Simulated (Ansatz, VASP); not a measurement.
## Ti: VASP beside Ansatz

Contents of INCAR:

```
  PREC = Accurate
  ENCUT = 520
  EDIFF = 1E-6
  ISMEAR = -1
  SIGMA = 0.05
  LREAL = F
  LASPH = T
  NELM = 60
  ALGO = Fast
  ISIF = 2
  LWAVE = F
  LCHARG = F
  GGA = PE
  NBANDS = 12
```

KPOINTS

```
regular mesh
0
Gamma
  11 11 11
```

File POSCAR:

```
Ti
1.0
   -1.6651410000      1.6614080000      1.5991130000
    1.6803890000     -1.7050710000      1.6580240000
    1.6045370000      1.6444670000     -1.6427760000
Ti
1
Direct
   -0.0072040000      0.0071160000      0.0068240000
```

Contents of input.yaml:

```yaml
crystal:
  lattice:
    - [-1.665141, 1.661408, 1.599113]
    - [1.680389, -1.705071, 1.658024]
    - [1.604537, 1.644467, -1.642776]
  atoms:
    - { symbol: Ti, position: [-0.007204, 0.007116, 0.006824] }
kpoints:
  mp_grid: { grid: [11, 11, 11] }
scf:
  occupations: { method: fermi_dirac, width: 0.05 }
hamiltonian:
  xc: pbe
  pseudopotentials: { kind: all_electron, lapw: { basis_error: 0.001 } }
output:
  forces: true
  stress: true
  eigenvalues: true
  populations: true
```

Change from the starting cell: cell strained at random at fixed volume.

Alike in both runs: task single point; functional PBE; k mesh 11 × 11 × 11; occupations fermi-dirac, width 0.05 eV; no spin polarisation.

```csv
,VASP,Ansatz
version,VASP 6.6.1,Ansatz 0.2.0
potentials or method,"VASP PAW PBE potentials, release 64 (Ti_sv), cutoff 520 eV","all-electron LAPW, scalar-relativistic"
```

|  | VASP | Ansatz | Ansatz less VASP |
| --- | --- | --- | --- |
| gap on the k mesh at the Fermi level (eV) | none | none | - |
| pressure (GPa) | -2.7 | -2.5 | +0.21 |
| traceless stress, the component that is largest in VASP (GPa) | 1.30 | 1.31 | +0.002 |

A gap of «none» marks a metal or a gap that the smearing closes. Ansatz ran all-electron here, and VASP with PAW potentials.
